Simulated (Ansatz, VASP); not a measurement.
**Two plane-wave programs on TiAl3**

POSCAR

```
TiAl3
1.0
   -1.9111067713      1.9111067713      4.2806687947
    1.9111067713     -1.9111067713      4.2806687947
    1.9111067713      1.9111067713     -4.2806687947
Ti Al
1 3
Direct
    0.0000000000      0.0000000000      0.0000000000
    0.2500000000      0.7500000000      0.5000000000
    0.7500000000      0.2500000000      0.5000000000
    0.5000000000      0.5000000000      0.0000000000
```

File INCAR.step1:

```
SYSTEM = TiAl3
PREC = Accurate
ENCUT = 520
ISMEAR = -1
SIGMA = 0.05
LREAL = .False.
LASPH = .True.
NELM = 100
NBANDS = 18
GGA = PE
ALGO = Normal
EDIFF = 1E-4
LWAVE = .True.
LCHARG = .False.
```

INCAR.step2

```
SYSTEM = TiAl3
PREC = Accurate
ENCUT = 520
EDIFF = 1E-7
ISMEAR = -1
SIGMA = 0.05
LREAL = .False.
LASPH = .True.
NELM = 100
ALGO = Normal
ISIF = 2
LWAVE = .False.
LCHARG = .False.
METAGGA = R2SCAN
LMIXTAU = .True.
NBANDS = 18
ISTART = 1
```

File KPOINTS:

```
regular mesh
0
Gamma
  6 6 6
  0 0 0
```

File input.yaml:

```yaml
crystal:
  lattice:
    - [-1.9111067713, 1.9111067713, 4.2806687947]
    - [1.9111067713, -1.9111067713, 4.2806687947]
    - [1.9111067713, 1.9111067713, -4.2806687947]
  atoms:
    - { symbol: Ti, position: [0.0, 0.0, 0.0] }
    - { symbol: Al, position: [0.25, 0.75, 0.5] }
    - { symbol: Al, position: [0.75, 0.25, 0.5] }
    - { symbol: Al, position: [0.5, 0.5, 0.0] }
hamiltonian:
  xc: r2scan
  pseudopotentials: { kind: paw }
kpoints:
  mp_grid: { grid: [6, 6, 6] }
  band_path:
    path:
      - [[0.0, 0.0, 0.0], [0.0, 0.0, 0.5], [-0.0996590294, 0.0996590294, 0.5], [-0.2998295147, 0.2998295147, 0.2998295147], [0.0, 0.0, 0.0], [0.5, 0.5, -0.5], [0.2998295147, 0.7001704853, -0.2998295147], [0.0, 0.5, 0.0], [0.25, 0.25, 0.25], [0.5, 0.5, -0.0996590294], [0.5, 0.5, -0.5]]
      - [[0.0, 0.0, 0.5], [0.25, 0.25, 0.25]]
    npoints: 14
scf:
  occupations: { method: fermi_dirac, width: 0.05 }
  n_extra_bands: 10
output:
  forces: true
  stress: true
  eigenvalues: true
  fatbands: false
```

Alike in both runs: functional r2SCAN; k mesh 6 × 6 × 6; occupations fermi-dirac, width 0.05 eV; no spin polarisation.

|  | VASP | Ansatz |
| --- | --- | --- |
| version | VASP 6.6.1 | Ansatz 0.2.0 |
| potentials or method | VASP PAW PBE potentials, release 64 (Ti_sv, Al) | Ansatz PAW |
| plane-wave cutoff (eV) | 520 | 500 |
| valence electrons in the cell | 21 | 21 |
| task | single point | band structure |

|  | VASP | Ansatz | Ansatz less VASP |
| --- | --- | --- | --- |
| gap on the k mesh at the Fermi level (eV) | none | none | - |
| pressure (GPa) | 0.0 | 0.1 | +0.09 |

VASP's potentials were made for PBE, not for r2SCAN. A gap of «none» marks a metal or a gap that the smearing closes.

The k mesh is coarse, so the values compare programs but aren't converged.
